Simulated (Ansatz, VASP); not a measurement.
Two plane-wave programs on BN

```
B N
1.0
     2.51218    0.00000    0.00000
    -1.25609    2.17561    0.00000
     0.00000    0.00000    8.38700
B N
2 2
Direct
  0.33333 0.66667 0.25000
  0.66667 0.33333 0.75000
  0.33333 0.66667 0.75000
  0.66667 0.33333 0.25000
```

Alike in both runs: functional PBE; k mesh 16 × 16 × 4; occupations gaussian, width 0.05 eV; no spin polarisation.

Ansatz relaxed the structure, and its values are those at the end. VASP's run is a single point on that final structure, the one shown.

```csv
,VASP,Ansatz
version,VASP 6.6.1,Ansatz 0.2.0
potentials or method,"VASP PAW PBE potentials, release 64 (B, N), cutoff 520 eV","scalar-relativistic, plane waves, PAW"
valence electrons in the cell,16,16
```

Ansatz gave:

* gap on the k mesh at the Fermi level (eV): 4.42
* least direct gap on the mesh (eV): 4.74
* pressure (GPa): 0.0

Task: Estimate VASP's values.

Result: gap on the k mesh at the Fermi level (eV): 4.42; least direct gap on the mesh (eV): 4.74; pressure (GPa): 0.1.

With one functional, cell and mesh, what is left measures potentials, basis and numerics.
